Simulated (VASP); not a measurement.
Write the native input for VASP 6.6.1 that does the following.

```
Task                   : single point
Functional             : BLYP
Dispersion             : D4
Potentials or basis    : VASP PAW PBE potentials, release 64 (In_d, As)
Cutoff                 : 520 eV
k mesh                 : 8 × 8 × 8
Occupations            : fermi-dirac, width 0.05 eV
Spin                   : no spin polarisation
Dipole correction      : no
Further INCAR settings : ALGO = Normal; EDIFF = 1e-07; NBANDS = 16
```

The structure of InAs lies in POSCAR:

```
InAs
1.0
    0.0000000000      3.0747076404      3.0747076404
    3.0747076404      0.0000000000      3.0747076404
    3.0747076404      3.0747076404      0.0000000000
In As
1 1
Direct
    0.0000000000      0.0000000000      0.0000000000
    0.7500000000      0.7500000000      0.7500000000
```

The input as run:

INCAR

```
PREC = Accurate
ENCUT = 520
EDIFF = 1E-7
ISMEAR = -1
SIGMA = 0.05
LREAL = False
LASPH = True
NELM = 60
ALGO = Normal
ISIF = 2
LWAVE = False
LCHARG = True
GGA = B5
ALDAX = 1.0
AGGAX = 1.0
AGGAC = 1.0
ALDAC = 0.0
IVDW = 13
VDW_S6 = 1.0
VDW_S8 = 2.34076671
VDW_A1 = 0.44488865
VDW_A2 = 4.0933009
LELF = True
LVHAR = True
NBANDS = 16
```

KPOINTS

```
Automatic mesh
0
Gamma
  8 8 8
```

Potentials or basis: VASP PAW PBE potentials, release 64 (In_d, As).

Command:

```bash
$ cat potpaw_PBE.64/In_d/POTCAR potpaw_PBE.64/As/POTCAR > POTCAR
$ mpirun -np 1 vasp_std > vasp.out
```

Results of the run:

The pressure is 0.1 GPa, the band gap on the k mesh is zero (filled and empty bands touch) and the dispersion energy per atom is -0.611 eV.

Caveat: the PAW data sets were made with another functional, which shifts forces and pressure a little; spin-orbit coupling is left out, which moves the levels of the heavy elements; pairwise dispersion overbinds metals, which lowers pressure and volume.

Wall time 16 s on 1 thread of Intel(R) Xeon(R) 6975P-C (Granite Rapids) (shared host), peak memory 0.18 GiB.
